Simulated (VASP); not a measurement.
# Bi2Te3 (R3m) in VASP: single point with PBE

Aim: the single point of Bi2Te3 with PBE.

Everything below comes from runs of VASP 6.6.1. Logs are shortened: lines on timing, memory, paths and dates and some standing lists are left out, and cuts for length are marked.

**1. The cell of the first run**

Symmetry: R3m, No. 160, trigonal system. The conventional cell has a = 4.417 Å, b = 4.417 Å, c = 29.840 Å, α = 90.00°, β = 90.00°, γ = 120.00°. Within 4.0 Å of Bi (site symmetry 3m) lie 3 Te at 3.03 Å and 3 Bi at 3.43 Å. Within 4.7 Å of Bi (site symmetry 3m) lie 9 Te at 3.27 to 4.68 Å and 9 Bi at 3.43 to 4.42 Å. Within 4.0 Å of Te (site symmetry 3m) lie 6 Te at 3.04 to 3.45 Å. Within 4.0 Å of Te (site symmetry 3m) lie 3 Bi at 3.03 Å and 3 Te at 3.45 Å. Te (site symmetry 3m) has 3 Te at 3.04 Å and 3 Bi at 3.27 Å within 4.0 Å.

**2. Single point, PBE**

INCAR

```
SYSTEM = Bi2Te3
  PREC = Accurate
  ENCUT = 520
  EDIFF = 1E-6
  ISMEAR = -1
  SIGMA = 0.05
  LREAL = .False.
  LASPH = .True.
  NELM = 80
  ALGO = Normal
  ISIF = 2
  LWAVE = .False.
  LCHARG = .False.
  GGA = PE
  NBANDS = 32
```

KPOINTS

```
regular mesh
0
Gamma
  5 5 5
  0 0 0
```

POSCAR

```
Bi2Te3
1.0
    2.2085000000      1.2750780700      9.9466666700
   -2.2085000000      1.2750780700      9.9466666700
    0.0000000000     -2.5501561400      9.9466666700
Bi Te
2 3
Direct
    0.1880000000      0.1880000000      0.1880000000
    0.5980000000      0.5980000000      0.5980000000
    0.3890000000      0.3890000000      0.3890000000
    0.8000000000      0.8000000000      0.8000000000
    0.0000000000      0.0000000000      0.0000000000
```

Potentials or basis: VASP PAW PBE potentials, release 64 (Bi_d, Te).

Run with:

```sh
> cat potpaw_PBE.64/Bi_d/POTCAR potpaw_PBE.64/Te/POTCAR > POTCAR
> mpirun -np 1 vasp_std > vasp.out
```

OUTCAR:

```text
SYSTEM = Bi2Te3
   PREC = Accurate
   ENCUT = 520
   EDIFF = 1E-6
   ISMEAR = -1
   LREAL = .False.
   LASPH = .True.
   NELM = 80
   ISIF = 2
   GGA = PE

 ion  position               nearest neighbor table
   1  0.188  0.188  0.188-   4 3.03   4 3.03   4 3.03   2 3.43   2 3.43   2 3.43
   2  0.598  0.598  0.598-   5 3.27   5 3.27   5 3.27   1 3.43   1 3.43   1 3.43
   3  0.389  0.389  0.389-   5 3.04   5 3.04   5 3.04   4 3.45   4 3.45   4 3.45
   4  0.800  0.800  0.800-   1 3.03   1 3.03   1 3.03   3 3.45   3 3.45   3 3.45
   5  0.000  0.000  0.000-   3 3.04   3 3.04   3 3.04   2 3.27   2 3.27   2 3.27

  LATTYP: Found a trigonal (rhomboedric) cell.
 ALAT       =    10.2683725185
 COS(alpha) =     0.9074829936

  Lattice vectors:

 A1 = (   2.2085000000,   1.2750780700,   9.9466666700)
 A2 = (  -2.2085000000,   1.2750780700,   9.9466666700)
 A3 = (   0.0000000000,  -2.5501561400,   9.9466666700)

Analysis of symmetry for initial positions (statically):
=====================================================================
 Subroutine PRICEL returns:
 Original cell was already a primitive cell.

 Routine SETGRP: Setting up the symmetry group for a
 trigonal (rhombohedral) supercell.

 Subroutine GETGRP returns: Found  6 space group operations
 (whereof  6 operations were pure point group operations)
 out of a pool of 12 trial point group operations.

The static configuration has the point symmetry C_3v.

Analysis of symmetry for dynamics (positions and initial velocities):
=====================================================================
 Subroutine PRICEL returns:
 Original cell was already a primitive cell.

 Routine SETGRP: Setting up the symmetry group for a
 trigonal (rhombohedral) supercell.

 Subroutine GETGRP returns: Found  6 space group operations
 (whereof  6 operations were pure point group operations)
 out of a pool of 12 trial point group operations.

The dynamic configuration has the point symmetry C_3v.

 Subroutine INISYM returns: Found  6 space group operations
 (whereof  6 operations are pure point group operations),
 and found     1 'primitive' translations

----------------------------------------------------------------------------------------

                                     Primitive cell

  volume of cell :     168.0595

  direct lattice vectors                    reciprocal lattice vectors
     2.208500000  1.275078070  9.946666670     0.226398008  0.130710951  0.033512064
    -2.208500000  1.275078070  9.946666670    -0.226398008  0.130710951  0.033512064
     0.000000000 -2.550156140  9.946666670     0.000000000 -0.261421901  0.033512064

  length of vectors
    10.268372518 10.268372518 10.268372519     0.263561129  0.263561129  0.263561129

  position of ions in fractional coordinates (direct lattice)
     0.188000000  0.188000000  0.188000000
     0.598000000  0.598000000  0.598000000
     0.389000000  0.389000000  0.389000000
     0.800000000  0.800000000  0.800000000
     0.000000000  0.000000000  0.000000000

  ion indices of the primitive-cell ions
   primitive index   ion index
                 1           1
                 2           2
                 3           3
                 4           4
                 5           5

----------------------------------------------------------------------------------------

 KPOINTS: regular mesh

Automatic generation of k-mesh.
 Grid dimensions read from file:
 generate k-points for:    5    5    5

 Generating k-lattice:

  Cartesian coordinates                     Fractional coordinates (reciprocal lattice)
     0.045279602  0.026142190  0.006702413     0.200000000 -0.000000000 -0.000000000
    -0.045279602  0.026142190  0.006702413    -0.000000000  0.200000000 -0.000000000
     0.000000000 -0.052284380  0.006702413    -0.000000000 -0.000000000  0.200000000

  Length of vectors
     0.052712226  0.052712226  0.052712226

  Shift w.r.t. Gamma in fractional coordinates (k-lattice)
     0.000000000  0.000000000  0.000000000

 Subroutine IBZKPT returns following result:
 ===========================================

 Found     19 irreducible k-points:

 Following reciprocal coordinates:
            Coordinates               Weight
  0.000000  0.000000  0.000000      1.000000
  0.200000 -0.000000  0.000000      6.000000
  0.400000  0.000000  0.000000      6.000000
  0.200000  0.200000  0.000000      6.000000
  0.400000  0.200000  0.000000     12.000000
 -0.400000  0.200000 -0.000000     12.000000
[... 11 lines left out ...]
  0.400000  0.400000  0.400000      2.000000
 -0.400000  0.400000  0.400000      6.000000
   k-points           NKPTS =     19   k-points in BZ     NKDIM =     19   number of bands    NBANDS=     32
   number of dos      NEDOS =    301   number of ions     NIONS =      5
   total plane-waves  NPLWV = 512000
   dimension x,y,z NGX =    80 NGY =   80 NGZ =   80
   dimension x,y,z NGXF=   160 NGYF=  160 NGZF=  160
   ions per type =               2   3
   NGX,Y,Z   is equivalent  to a cutoff of  12.95, 12.95, 12.95 a.u.
   NGXF,Y,Z  is equivalent  to a cutoff of  25.90, 25.90, 25.90 a.u.
 SYSTEM =  Bi2Te3
   PREC   = accura    normal or accurate (medium, high low for compatibility)
   ISTART =      0    job   : 0-new  1-cont  2-samecut
   ICHARG =      2    charge: 1-file 2-atom 10-const
   ISPIN  =      1    spin polarized calculation?
   LNONCOLLINEAR =      F non collinear calculations
   LSORBIT =      F    spin-orbit coupling
   LASPH  =      T    aspherical Exc in radial PAW
   ENCUT  =  520.0 eV  38.22 Ry    6.18 a.u.  19.09 19.09 19.09*2*pi/ulx,y,z
   NELM   =     80;   NELMIN=  2; NELMDL= -5     # of ELM steps
   EDIFF  = 0.1E-05   stopping-criterion for ELM
   LREAL  =      F    real-space projection
   EDIFFG = 0.1E-04   stopping-criterion for IOM
   NSW    =      0    number of steps for IOM
   IBRION =     -1    ionic relax: 0-MD 1-quasi-New 2-CG
   NFREE  =      0    steps in history (QN), initial steepest desc. (CG)
   ISIF   =      2    stress and relaxation
   ISYM   =      2    0-nonsym 1-usesym 2-fastsym
   POTIM  = 0.5000    time-step for ionic-motion
   TEBEG  =    0.0;   TEEND  =   0.0 temperature during run
   PSTRESS=    0.0 pullay stress
   NELECT =      48.0000    total number of electrons
   NUPDOWN=      -1.0000    fix difference up-down
   EMIN   =  10.00;   EMAX   =-10.00  energy-range for DOS
   EFERMI =   0.00;   METHOD = LEGACY
   ISMEAR =    -1;   SIGMA  =   0.05  broadening in eV -4-tet -1-fermi 0-gaus
   EFERMI_NEDOS =   21; number of points for ismear=-14 and -15
   IALGO  =     38    algorithm
   IMIX   =      4    mixing-type and parameters
     AMIX     =   0.40;   BMIX     =  1.00
     AMIX_MAG =   1.60;   BMIX_MAG =  1.00
  volume/ion in A,a.u.               =      33.61       226.82
  Fermi-wavevector in a.u.,A,eV,Ry     =   1.078121  2.037354 15.814668  1.162345
  Thomas-Fermi vector in A             =   2.214051
   LORBIT       =      0    0 simple, 1 ext, 2 COOP (PROOUT), +10 PAW based schemes
   GGA     = PE    functional components
   LHFCALC =     F    Hartree Fock is set to
   AEXX    =    0.0000 exact exchange contribution
   IVDW    =     0    specifies the selected vdW correction
   LEPSILON=     F    determine dielectric tensor
   LRPA    =     F    only Hartree local field effects (RPA)
 non-spin polarized calculation
  energy-cutoff  :      520.00
  volume of cell :      168.06
 maximum number of plane-waves:      4555
 NGX is ok and might be reduce to    80
   NGX = 39   NGY = 39   NGZ = 39

 number of electron      48.0000001 magnetization

 Free energy of the ion-electron system (eV)
  ---------------------------------------------------
  ext. energy  EPLUGINS =         0.00000000
  ---------------------------------------------------
  free energy    TOTEN  =       -16.88731394 eV

  energy without entropy =      -16.87600032  energy(sigma->0) =      -16.88165713

 E-fermi :   6.4410     XC(G=0):  -9.4013

 val. band max:        6.3812294043   @ k =   0.2000  -0.0000   0.0000
 cond. band min:       6.4924609226   @ k =  -0.4000   0.4000   0.4000
 fundamental gap:      0.1112315183
 Fermi energy:         6.4409572833

 k-point     1 :       0.0000    0.0000    0.0000
  band No.  band energies     occupation
      1     -16.7260      2.00000
      2     -16.7260      2.00000
      3     -16.6981      2.00000
      4     -16.6981      2.00000
      5     -16.6921      2.00000
      6     -16.0642      2.00000
[... 24 lines left out ...]
     31      11.0779      0.00000
     32      11.3578      0.00000

 k-point     2 :       0.2000   -0.0000    0.0000
  band No.  band energies     occupation
      1     -16.7275      2.00000
      2     -16.7222      2.00000
      3     -16.6996      2.00000
      4     -16.6976      2.00000
      5     -16.6894      2.00000
      6     -16.0654      2.00000
[... 24 lines left out ...]
     31      10.2135      0.00000
     32      11.4679      0.00000

 k-point     3 :       0.4000    0.0000    0.0000
  band No.  band energies     occupation
      1     -16.7303      2.00000
      2     -16.7171      2.00000
      3     -16.7021      2.00000
      4     -16.6957      2.00000
      5     -16.6845      2.00000
      6     -16.0724      2.00000
[... 24 lines left out ...]
     31      10.2691      0.00000
     32      10.8394      0.00000

 k-point     4 :       0.2000    0.2000    0.0000
  band No.  band energies     occupation
      1     -16.7275      2.00000
      2     -16.7222      2.00000
      3     -16.6996      2.00000
      4     -16.6976      2.00000
      5     -16.6894      2.00000
      6     -16.0654      2.00000
[... 24 lines left out ...]
     31      10.2758      0.00000
     32      11.4682      0.00000

 k-point     5 :       0.4000    0.2000    0.0000
  band No.  band energies     occupation
      1     -16.7284      2.00000
      2     -16.7190      2.00000
      3     -16.7007      2.00000
      4     -16.6972      2.00000
      5     -16.6857      2.00000
      6     -16.0694      2.00000
[... 409 lines left out ...]
     31      10.7865      0.00000
     32      11.8298      0.00000

 k-point    17 :      -0.4000   -0.4000    0.2000
  band No.  band energies     occupation
      1     -16.7303      2.00000
      2     -16.7171      2.00000
      3     -16.7021      2.00000
      4     -16.6957      2.00000
      5     -16.6845      2.00000
      6     -16.0724      2.00000
[... 24 lines left out ...]
     31      10.9127      0.00000
     32      11.0748      0.00000

 k-point    18 :       0.4000    0.4000    0.4000
  band No.  band energies     occupation
      1     -16.7261      2.00000
      2     -16.7261      2.00000
      3     -16.6981      2.00000
      4     -16.6981      2.00000
      5     -16.6922      2.00000
      6     -16.0643      2.00000
[... 24 lines left out ...]
     31      11.0173      0.00000
     32      11.6503      0.00000

 k-point    19 :      -0.4000    0.4000    0.4000
  band No.  band energies     occupation
      1     -16.7275      2.00000
      2     -16.7222      2.00000
      3     -16.6997      2.00000
      4     -16.6976      2.00000
      5     -16.6894      2.00000
      6     -16.0654      2.00000
[... 24 lines left out ...]
     31      10.7109      0.00000
     32      11.0436      0.00000

------------------------ aborting loop because EDIFF is reached ----------------------------------------

  FORCE on cell =-STRESS in cart. coord.  units (eV):
  Direction    XX          YY          ZZ          XY          YZ          ZX
  --------------------------------------------------------------------------------------
  -------------------------------------------------------------------------------------
  Total        1.8854241      1.8854241      1.2085631     -0.0000000      0.0000000      0.0000000
  in kB       17.9744929     17.9744929     11.5217091     -0.0000000      0.0000000      0.0000000
  external PRESSURE =      15.8235650 kB  Pullay stress =       0.0000000 kB

 VOLUME and BASIS-vectors are now :
 -----------------------------------------------------------------------------
  energy-cutoff  :      520.00
  volume of cell :      168.06
      direct lattice vectors                 reciprocal lattice vectors
     2.208500000  1.275078070  9.946666670     0.226398008  0.130710951  0.033512064
    -2.208500000  1.275078070  9.946666670    -0.226398008  0.130710951  0.033512064
     0.000000000 -2.550156140  9.946666670     0.000000000 -0.261421901  0.033512064

 POSITION                                       TOTAL-FORCE (eV/Angst)
 -----------------------------------------------------------------------------------
      0.00000      0.00000      5.60992         0.000000     -0.000000      0.919744
      0.00000      0.00000     17.84432         0.000000      0.000000      0.485003
      0.00000      0.00000     11.60776         0.000000     -0.000000      0.863708
      0.00000      0.00000     23.87200         0.000000      0.000000     -0.896645
      0.00000      0.00000      0.00000         0.000000     -0.000000     -1.371811
 -----------------------------------------------------------------------------------
    total drift:                                0.000000     -0.000000     -0.000276

  FREE ENERGIE OF THE ION-ELECTRON SYSTEM (eV)
  ---------------------------------------------------
  free  energy   TOTEN  =       -16.8873139427 eV

  energy  without entropy=      -16.8760003184  energy(sigma->0) =      -16.88165713
```

Run time: 13 min. Hardware: 1 thread of Intel Xeon 8259CL, shared host; peak memory 0.92 GiB.

Results:

```yaml
Free_energy: -16.8873 eV
Pressure: 1.6 GPa
Largest_force: 1.372 eV/Å
Band_gap_on_the_k_mesh: zero (bands 24 and 25 overlap by 0.01 eV)
```

Forces in eV/Å, atoms in the order of the input:
```
Bi   0.000  0.000  0.920
Bi   0.000  0.000  0.485
Te   0.000  0.000  0.864
Te   0.000  0.000 -0.897
Te   0.000  0.000 -1.372
```

Stress tensor (GPa, compression positive):
```
1.80 0.00 0.00
0.00 1.80 0.00
0.00 0.00 1.15
```

Caveat: spin-orbit coupling is left out, which moves the levels of the heavy elements; forces of over 1 eV/Å act on the atoms, so gaps and moduli don't describe the material at rest.

The gap in the log of VASP goes by the Fermi energy; the results here count the filled bands.